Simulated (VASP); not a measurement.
Gd:

```xyz
1
Lattice="0.0000 2.5858 2.5858 2.5858 0.0000 2.5858 2.5858 2.5858 0.0000" Properties=species:S:1:pos:R:3 pbc="T T T"
Gd    0.0000    0.0000    0.0000
```

This isn't the form of Gd at room conditions, which is hcp.

Base run:

- Program: VASP 6.6.1
- Functional: PBEsol
- Dispersion: D4
- Potentials or basis: VASP PAW PBE potentials, release 64 (Gd)
- Cutoff: 520 eV
- k mesh: 7 × 7 × 7
- Occupations: gaussian, width 0.25 eV
- Spin: collinear spin, ferromagnetic start
- Starting moments: [7.0] μB

Its results: pressure -4.1 GPa; net moment 7.40 μB per cell; site moments Gd +6.89 μB.

Task: The run is repeated on the same cell with these changes: occupations from gaussian, width 0.25 eV to gaussian, width 0.05 eV. What comes out?

Result: Pressure -4.6 GPa; net moment 7.30 μB per cell; site moments Gd +6.87 μB.

Caveats: the cell stands under tension; the PAW data sets were made with another functional, which shifts forces and pressure a little.
